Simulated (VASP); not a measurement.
# TiPt3 (Pm-3m) in VASP: further runs

The runs below take TiPt3 through single point, with r2SCAN.

All numbers are computed with VASP 6.6.1; they aren't measurements. Logs are shortened: lines on timing, memory, paths and dates and some standing lists are left out, and cuts for length are marked.

## 1. The cell of the first run

Symmetry: Pm-3m, No. 221, cubic system. The conventional cell has a = 3.817 Å, b = 3.817 Å, c = 3.817 Å, α = 90.00°, β = 90.00°, γ = 90.00°. Within 3.6 Å of Ti (site symmetry m-3m) lie 12 Pt at 2.70 Å. Pt (site symmetry 4/mmm) has 4 Ti at 2.70 Å and 8 Pt at 2.70 Å within 3.6 Å.

## 2. Single point, r2SCAN

Input file POSCAR:

```
TiPt3
1.0
    3.8174470657      0.0000000000      0.0000000000
    0.0000000000      3.8174470657      0.0000000000
    0.0000000000      0.0000000000      3.8174470657
Ti Pt
1 3
Direct
    0.0000000000      0.0000000000      0.0000000000
    0.0000000000      0.5000000000      0.5000000000
    0.5000000000      0.0000000000      0.5000000000
    0.5000000000      0.5000000000      0.0000000000
```

Input file INCAR.step1:

```
SYSTEM = TiPt3
PREC     = Accurate       ! precision mode
ENCUT    = 520            ! plane-wave cutoff, eV
ISMEAR   = 1              ! smearing method
SIGMA    = 0.1            ! smearing width, eV
LREAL    = .FALSE.        ! projectors in reciprocal space
LASPH    = .TRUE.         ! aspherical terms in the spheres
NELM     = 60             ! most SCF steps
NBANDS   = 29             ! bands
GGA      = PE             ! functional
ALGO     = Normal         ! electronic algorithm
EDIFF    = 1E-4           ! SCF threshold, eV
LWAVE    = .TRUE.         ! write WAVECAR
LCHARG   = .FALSE.        ! write CHGCAR
```

Input file INCAR.step2:

```
SYSTEM = TiPt3
PREC     = Accurate       ! precision mode
ENCUT    = 520            ! plane-wave cutoff, eV
EDIFF    = 1E-7           ! SCF threshold, eV
ISMEAR   = 1              ! smearing method
SIGMA    = 0.1            ! smearing width, eV
LREAL    = .FALSE.        ! projectors in reciprocal space
LASPH    = .TRUE.         ! aspherical terms in the spheres
NELM     = 60             ! most SCF steps
ALGO     = Normal         ! electronic algorithm
ISIF     = 2              ! what is computed and relaxed
LWAVE    = .FALSE.        ! write WAVECAR
LCHARG   = .FALSE.        ! write CHGCAR
METAGGA  = R2SCAN         ! meta-GGA
LMIXTAU  = .TRUE.       
NBANDS   = 29             ! bands
ISTART   = 1
```

Input file KPOINTS:

```
Automatic mesh
0
G
  6 6 6
  0 0 0
```

Potentials or basis: VASP PAW PBE potentials, release 64 (Ti_sv, Pt).

Run with:

```
> cat potpaw_PBE.64/Ti_sv/POTCAR potpaw_PBE.64/Pt/POTCAR > POTCAR
> cp INCAR.step1 INCAR
> mpirun -np 1 vasp_std > vasp.out
> cp INCAR.step2 INCAR
> mpirun -np 1 vasp_std > vasp.out
```

OUTCAR:

```text
SYSTEM = TiPt3
   PREC = Accurate
   ENCUT = 520
   EDIFF = 1E-7
   ISMEAR = 1
   LREAL = .FALSE.
   LASPH = .TRUE.
   NELM = 60
   ISIF = 2
   METAGGA = R2SCAN
   ISTART = 1

 ion  position               nearest neighbor table
   1  0.000  0.000  0.000-   2 2.70   3 2.70   4 2.70   2 2.70   3 2.70   2 2.70   4 2.70   2 2.70
                             3 2.70   4 2.70   3 2.70   4 2.70
   2  0.000  0.500  0.500-   1 2.70   3 2.70   4 2.70   1 2.70   4 2.70   1 2.70   3 2.70   1 2.70
                             3 2.70   4 2.70   4 2.70   3 2.70
   3  0.500  0.000  0.500-   1 2.70   2 2.70   4 2.70   1 2.70   4 2.70   2 2.70   4 2.70   4 2.70
                             1 2.70   2 2.70   1 2.70   2 2.70
   4  0.500  0.500  0.000-   1 2.70   2 2.70   3 2.70   2 2.70   3 2.70   1 2.70   3 2.70   3 2.70
                             1 2.70   2 2.70   2 2.70   1 2.70

  LATTYP: Found a simple cubic cell.
 ALAT       =     3.8174470657

  Lattice vectors:

 A1 = (   3.8174470657,   0.0000000000,   0.0000000000)
 A2 = (   0.0000000000,   3.8174470657,   0.0000000000)
 A3 = (   0.0000000000,   0.0000000000,   3.8174470657)

Analysis of symmetry for initial positions (statically):
=====================================================================
 Subroutine PRICEL returns:
 Original cell was already a primitive cell.

 Routine SETGRP: Setting up the symmetry group for a
 simple cubic supercell.

 Subroutine GETGRP returns: Found 48 space group operations
[... 9 lines left out ...]

 Routine SETGRP: Setting up the symmetry group for a
 simple cubic supercell.

 Subroutine GETGRP returns: Found 48 space group operations
[... 11 lines left out ...]
                                     Primitive cell

  volume of cell :      55.6313

  direct lattice vectors                    reciprocal lattice vectors
     3.817447066  0.000000000  0.000000000     0.261955171  0.000000000  0.000000000
     0.000000000  3.817447066  0.000000000     0.000000000  0.261955171  0.000000000
     0.000000000  0.000000000  3.817447066     0.000000000  0.000000000  0.261955171

  length of vectors
     3.817447066  3.817447066  3.817447066     0.261955171  0.261955171  0.261955171

  position of ions in fractional coordinates (direct lattice)
     0.000000000  0.000000000  0.000000000
     0.000000000  0.500000000  0.500000000
     0.500000000  0.000000000  0.500000000
     0.500000000  0.500000000  0.000000000

  ion indices of the primitive-cell ions
   primitive index   ion index
                 1           1
                 2           2
                 3           3
                 4           4

----------------------------------------------------------------------------------------

 KPOINTS: Automatic mesh

Automatic generation of k-mesh.
 Grid dimensions read from file:
 generate k-points for:    6    6    6

 Generating k-lattice:

  Cartesian coordinates                     Fractional coordinates (reciprocal lattice)
     0.043659195  0.000000000  0.000000000     0.166666667  0.000000000  0.000000000
     0.000000000  0.043659195  0.000000000     0.000000000  0.166666667  0.000000000
     0.000000000  0.000000000  0.043659195     0.000000000  0.000000000  0.166666667

  Length of vectors
     0.043659195  0.043659195  0.043659195

  Shift w.r.t. Gamma in fractional coordinates (k-lattice)
     0.000000000  0.000000000  0.000000000

 Subroutine IBZKPT returns following result:
 ===========================================

 Found     20 irreducible k-points:

 Following reciprocal coordinates:
            Coordinates               Weight
  0.000000  0.000000  0.000000      1.000000
  0.166667  0.000000  0.000000      6.000000
  0.333333  0.000000  0.000000      6.000000
  0.500000  0.000000  0.000000      3.000000
  0.166667  0.166667  0.000000     12.000000
  0.333333  0.166667  0.000000     24.000000
[... 12 lines left out ...]
  0.500000  0.500000  0.333333      6.000000
  0.500000  0.500000  0.500000      1.000000
   k-points           NKPTS =     20   k-points in BZ     NKDIM =     20   number of bands    NBANDS=     29
   number of dos      NEDOS =    301   number of ions     NIONS =      4
   total plane-waves  NPLWV =  21952
   dimension x,y,z NGX =    28 NGY =   28 NGZ =   28
   dimension x,y,z NGXF=    56 NGYF=   56 NGZF=   56
   ions per type =               1   3
   NGX,Y,Z   is equivalent  to a cutoff of  12.19, 12.19, 12.19 a.u.
   NGXF,Y,Z  is equivalent  to a cutoff of  24.39, 24.39, 24.39 a.u.
 SYSTEM =  TiPt3
   PREC   = accura    normal or accurate (medium, high low for compatibility)
   ISTART =      1    job   : 0-new  1-cont  2-samecut
   ICHARG =      0    charge: 1-file 2-atom 10-const
   ISPIN  =      1    spin polarized calculation?
   LNONCOLLINEAR =      F non collinear calculations
   LSORBIT =      F    spin-orbit coupling
   LASPH  =      T    aspherical Exc in radial PAW
   ENCUT  =  520.0 eV  38.22 Ry    6.18 a.u.   7.10  7.10  7.10*2*pi/ulx,y,z
   NELM   =     60;   NELMIN=  2; NELMDL=  0     # of ELM steps
   EDIFF  = 0.1E-06   stopping-criterion for ELM
   LREAL  =      F    real-space projection
   EDIFFG = 0.1E-05   stopping-criterion for IOM
   NSW    =      0    number of steps for IOM
   IBRION =     -1    ionic relax: 0-MD 1-quasi-New 2-CG
   NFREE  =      0    steps in history (QN), initial steepest desc. (CG)
   ISIF   =      2    stress and relaxation
   ISYM   =      2    0-nonsym 1-usesym 2-fastsym
   POTIM  = 0.5000    time-step for ionic-motion
   TEBEG  =    0.0;   TEEND  =   0.0 temperature during run
   PSTRESS=    0.0 pullay stress
   NELECT =      42.0000    total number of electrons
   NUPDOWN=      -1.0000    fix difference up-down
   EMIN   =  10.00;   EMAX   =-10.00  energy-range for DOS
   EFERMI =   0.00;   METHOD = LEGACY
   ISMEAR =     1;   SIGMA  =   0.10  broadening in eV -4-tet -1-fermi 0-gaus
   EFERMI_NEDOS =   21; number of points for ismear=-14 and -15
   IALGO  =     38    algorithm
   IMIX   =      4    mixing-type and parameters
     AMIX     =   0.40;   BMIX     =  1.00
     AMIX_MAG =   1.60;   BMIX_MAG =  1.00
  volume/ion in A,a.u.               =      13.91        93.85
  Fermi-wavevector in a.u.,A,eV,Ry     =   1.490682  2.816980 30.233938  2.222132
  Thomas-Fermi vector in A             =   2.603433
   LORBIT       =      0    0 simple, 1 ext, 2 COOP (PROOUT), +10 PAW based schemes
   METAGGA = R2SCAN    functional components
   LHFCALC =     F    Hartree Fock is set to
   AEXX    =    0.0000 exact exchange contribution
   IVDW    =     0    specifies the selected vdW correction
   LEPSILON=     F    determine dielectric tensor
   LRPA    =     F    only Hartree local field effects (RPA)
 non-spin polarized calculation
 Methfessel and Paxton  Order N= 1 SIGMA  =   0.10
  energy-cutoff  :      520.00
  volume of cell :       55.63
 maximum number of plane-waves:      1518
   NGX = 15   NGY = 15   NGZ = 15

 number of electron      41.9999997 magnetization

 Free energy of the ion-electron system (eV)
  ---------------------------------------------------
  ext. energy  EPLUGINS =         0.00000000
  ---------------------------------------------------
  free energy    TOTEN  =      -170.76969714 eV

  energy without entropy =     -170.76916873  energy(sigma->0) =     -170.76952101

 E-fermi :  13.0102     XC(G=0): -14.8579

 val. band max:       12.7820373243   @ k =   0.1667   0.0000   0.0000
 cond. band min:      13.0158424771   @ k =   0.0000   0.0000   0.0000
 fundamental gap:      0.2338051528
 Fermi energy:        13.0102346775

 k-point     1 :       0.0000    0.0000    0.0000
  band No.  band energies     occupation
      1     -47.7112      2.00000
      2     -22.9083      2.00000
      3     -22.9083      2.00000
      4     -22.9083      2.00000
      5       1.6272      2.00000
      6       4.4732      2.00000
[... 21 lines left out ...]
     28      15.1903      0.00000
     29      22.4394      0.00000

 k-point     2 :       0.1667    0.0000    0.0000
  band No.  band energies     occupation
      1     -47.7104      2.00000
      2     -22.9186      2.00000
      3     -22.9101      2.00000
      4     -22.9101      2.00000
      5       2.0323      2.00000
      6       4.7330      2.00000
[... 21 lines left out ...]
     28      16.9048      0.00000
     29      21.7531      0.00000

 k-point     3 :       0.3333    0.0000    0.0000
  band No.  band energies     occupation
      1     -47.7089      2.00000
      2     -22.9391      2.00000
      3     -22.9138      2.00000
      4     -22.9138      2.00000
      5       3.1164      2.00000
      6       5.2725      2.00000
[... 21 lines left out ...]
     28      19.3813      0.00000
     29      20.8846      0.00000

 k-point     4 :       0.5000    0.0000    0.0000
  band No.  band energies     occupation
      1     -47.7082      2.00000
      2     -22.9494      2.00000
      3     -22.9156      2.00000
      4     -22.9156      2.00000
      5       4.0269      2.00000
      6       5.3127      2.00000
[... 21 lines left out ...]
     28      21.3621      0.00000
     29      21.3621      0.00000

 k-point     5 :       0.1667    0.1667    0.0000
  band No.  band energies     occupation
      1     -47.7098      2.00000
      2     -22.9227      2.00000
      3     -22.9158      2.00000
      4     -22.9119      2.00000
      5       2.4144      2.00000
      6       4.9828      2.00000
[... 21 lines left out ...]
     28      18.1039      0.00000
     29      21.2619      0.00000
[... 382 lines left out ...]
     28      16.1742      0.00000
     29      19.8420      0.00000

 k-point    18 :       0.5000    0.3333    0.3333
  band No.  band energies     occupation
      1     -47.7077      2.00000
      2     -22.9315      2.00000
      3     -22.9299      2.00000
      4     -22.9231      2.00000
      5       4.5836      2.00000
      6       4.8705      2.00000
[... 21 lines left out ...]
     28      16.2802      0.00000
     29      19.0593      0.00000

 k-point    19 :       0.5000    0.5000    0.3333
  band No.  band energies     occupation
      1     -47.7077      2.00000
      2     -22.9285      2.00000
      3     -22.9285      2.00000
      4     -22.9246      2.00000
      5       4.6801      2.00000
      6       4.6801      2.00000
[... 21 lines left out ...]
     28      15.4279      0.00000
     29      19.9911      0.00000

 k-point    20 :       0.5000    0.5000    0.5000
  band No.  band energies     occupation
      1     -47.7079      2.00000
      2     -22.9255      2.00000
      3     -22.9255      2.00000
      4     -22.9255      2.00000
      5       4.4489      2.00000
      6       4.4489      2.00000
[... 21 lines left out ...]
     28      14.7115     -0.00000
     29      19.3114      0.00000

------------------------ aborting loop because EDIFF is reached ----------------------------------------

  FORCE on cell =-STRESS in cart. coord.  units (eV):
  Direction    XX          YY          ZZ          XY          YZ          ZX
  --------------------------------------------------------------------------------------
  -------------------------------------------------------------------------------------
  Total        9.1742207      9.1742207      9.1742207      0.0000000     -0.0000000     -0.0000000
  in kB      264.2169615    264.2169615    264.2169615      0.0000000     -0.0000000     -0.0000000
  external PRESSURE =     264.2169615 kB  Pullay stress =       0.0000000 kB

 VOLUME and BASIS-vectors are now :
 -----------------------------------------------------------------------------
  energy-cutoff  :      520.00
  volume of cell :       55.63
      direct lattice vectors                 reciprocal lattice vectors
     3.817447066  0.000000000  0.000000000     0.261955171  0.000000000  0.000000000
     0.000000000  3.817447066  0.000000000     0.000000000  0.261955171  0.000000000
     0.000000000  0.000000000  3.817447066     0.000000000  0.000000000  0.261955171

 POSITION                                       TOTAL-FORCE (eV/Angst)
 -----------------------------------------------------------------------------------
      0.00000      0.00000      0.00000         0.000000      0.000000      0.000000
      0.00000      1.90872      1.90872         0.000000      0.000000      0.000000
      1.90872      0.00000      1.90872         0.000000      0.000000      0.000000
      1.90872      1.90872      0.00000         0.000000      0.000000      0.000000
 -----------------------------------------------------------------------------------
    total drift:                               -0.000000      0.000000      0.000000

  FREE ENERGIE OF THE ION-ELECTRON SYSTEM (eV)
  ---------------------------------------------------
  free  energy   TOTEN  =      -170.7696971427 eV

  energy  without entropy=     -170.7691687333  energy(sigma->0) =     -170.76952101
```

Wall time 57 s (1 thread of Intel Xeon 6975P-C (Granite Rapids), shared host); peak memory 0.18 GiB.

What came out:

```yaml
Free_energy: -170.7697 eV
Pressure: 26.4 GPa
Band_gap_on_the_k_mesh: zero (band 21 reaches 14.53 eV, above the bottom of band 22 at 12.43 eV)
```

Caveat: the PAW data sets were made with another functional, which shifts forces and pressure a little; spin-orbit coupling is left out, which moves the levels of the heavy elements.

## 3. Single point, r2SCAN

This run uses another cell than the first one, of 14.50 Å³/atom, 1.043 times its volume.

Input file POSCAR:

```
TiPt3
1.0
    3.8708448495      0.0000000000      0.0000000000
    0.0000000000      3.8708448495      0.0000000000
    0.0000000000      0.0000000000      3.8708448495
Ti Pt
1 3
Direct
    0.0000000000      0.0000000000      0.0000000000
    0.0000000000      0.5000000000      0.5000000000
    0.5000000000      0.0000000000      0.5000000000
    0.5000000000      0.5000000000      0.0000000000
```

Input file INCAR.step1:

```
PREC     = Accurate       # precision mode
ENCUT    = 520            # plane-wave cutoff, eV
ISMEAR   = 1              # smearing method
SIGMA    = 0.1            # smearing width, eV
LREAL    = False          # projectors in reciprocal space
LASPH    = True           # aspherical terms in the spheres
NELM     = 80             # most SCF steps
NBANDS   = 29             # bands
GGA      = PE             # functional
ALGO     = Normal         # electronic algorithm
EDIFF    = 1E-4           # SCF threshold, eV
LWAVE    = True           # write WAVECAR
LCHARG   = False          # write CHGCAR
```

Input file INCAR.step2:

```
PREC     = Accurate       # precision mode
ENCUT    = 520            # plane-wave cutoff, eV
EDIFF    = 1E-6           # SCF threshold, eV
ISMEAR   = 1              # smearing method
SIGMA    = 0.1            # smearing width, eV
LREAL    = False          # projectors in reciprocal space
LASPH    = True           # aspherical terms in the spheres
NELM     = 80             # most SCF steps
ALGO     = Normal         # electronic algorithm
ISIF     = 2              # what is computed and relaxed
LWAVE    = False          # write WAVECAR
LCHARG   = False          # write CHGCAR
METAGGA  = R2SCAN         # meta-GGA
LMIXTAU  = True         
NBANDS   = 29             # bands
ISTART   = 1
```

Input file KPOINTS:

```
regular mesh
0
Gamma
  6 6 6
```

Potentials or basis: VASP PAW PBE potentials, release 64 (Ti_sv, Pt).

Run with:

```
> cat potpaw_PBE.64/Ti_sv/POTCAR potpaw_PBE.64/Pt/POTCAR > POTCAR
> cp INCAR.step1 INCAR
> mpirun -np 1 vasp_std > vasp.out
> cp INCAR.step2 INCAR
> mpirun -np 1 vasp_std > vasp.out
```

Wall time 68 s (1 thread of Intel Xeon 6975P-C (Granite Rapids), shared host); peak memory 0.19 GiB.

It converged, with:

| Quantity | Value |
| --- | --- |
| Free energy | -171.0495 eV |
| Pressure | 11.8 GPa |
| Band gap on the k mesh | zero (band 21 reaches 13.65 eV, above the bottom of band 22 at 11.64 eV) |

Levels at points of the mesh, in eV from the Fermi level:
```tsv
k point	band 18	band 19	band 20	band 21	band 22	band 23	band 24	band 25
(0.00, 0.00, 0.00)	-0.01	-0.01	-0.01	1.45	1.45	1.55	1.55	1.55
(0.50, 0.00, 0.00)	-2.96	-2.92	-1.60	-0.31	-0.31	-0.01	0.50	0.80
(0.50, 0.50, 0.00)	-3.48	-2.65	-2.59	-2.49	0.14	0.14	0.39	1.56
(0.50, 0.50, 0.50)	-0.86	-0.86	-0.86	-0.56	-0.56	-0.56	1.20	1.20
```

Caveat: the PAW data sets were made with another functional, which shifts forces and pressure a little; spin-orbit coupling is left out, which moves the levels of the heavy elements.

## 4. Single point, r2SCAN

This run uses another cell than the first one, of 14.80 Å³/atom, 1.064 times its volume.

Input file POSCAR:

```
TiPt3
1.0
    3.8970000000      0.0000000000      0.0000000000
    0.0000000000      3.8970000000      0.0000000000
    0.0000000000      0.0000000000      3.8970000000
Ti Pt
1 3
Direct
    0.0000000000      0.0000000000      0.0000000000
    0.0000000000      0.5000000000      0.5000000000
    0.5000000000      0.0000000000      0.5000000000
    0.5000000000      0.5000000000      0.0000000000
```

Input file INCAR.step1:

```
SYSTEM = TiPt3
  PREC = Accurate
  ENCUT = 520
  ISMEAR = 1
  SIGMA = 0.1
  LREAL = .FALSE.
  LASPH = .TRUE.
  NELM = 100
  NBANDS = 29
  GGA = PE
  ALGO = Normal
  EDIFF = 1E-4
  LWAVE = .TRUE.
  LCHARG = .FALSE.
```

Input file INCAR.step2:

```
SYSTEM = TiPt3
  PREC = Accurate
  ENCUT = 520
  EDIFF = 1E-6
  ISMEAR = 1
  SIGMA = 0.1
  LREAL = .FALSE.
  LASPH = .TRUE.
  NELM = 100
  ALGO = Normal
  ISIF = 2
  LWAVE = .FALSE.
  LCHARG = .FALSE.
  METAGGA = R2SCAN
  LMIXTAU = .TRUE.
  NBANDS = 29
  ISTART = 1
```

Input file KPOINTS:

```
regular mesh
0
G
  6 6 6
  0 0 0
```

Run with:

```
> cat potpaw_PBE.64/Ti_sv/POTCAR potpaw_PBE.64/Pt/POTCAR > POTCAR
> cp INCAR.step1 INCAR
> mpirun -np 1 vasp_std > vasp.out
> cp INCAR.step2 INCAR
> mpirun -np 1 vasp_std > vasp.out
```

Run time: 70 s. Hardware: 1 thread of Intel Xeon 6975P-C (Granite Rapids), shared host; peak memory 0.19 GiB.

The run converged. Its results:

```yaml
Free_energy: -171.1147 eV
Pressure: 5.7 GPa
Band_gap_on_the_k_mesh: zero (band 21 reaches 13.23 eV, above the bottom of band 22 at 11.26 eV)
```

Levels at points of the mesh, in eV from the Fermi level:
```tsv
k point	band 19	band 20	band 21	band 22	band 23	band 24
(0.00, 0.00, 0.00)	-0.01	-0.01	1.42	1.42	1.57	1.57
(0.50, 0.00, 0.00)	-2.83	-1.55	-0.28	-0.28	-0.01	0.51
(0.50, 0.50, 0.00)	-2.55	-2.51	-2.41	0.15	0.15	0.41
(0.50, 0.50, 0.50)	-0.81	-0.81	-0.54	-0.54	-0.54	1.17
```

Caveat: the PAW data sets were made with another functional, which shifts forces and pressure a little; spin-orbit coupling is left out, which moves the levels of the heavy elements.

(Part 1 of 2 ends here.)
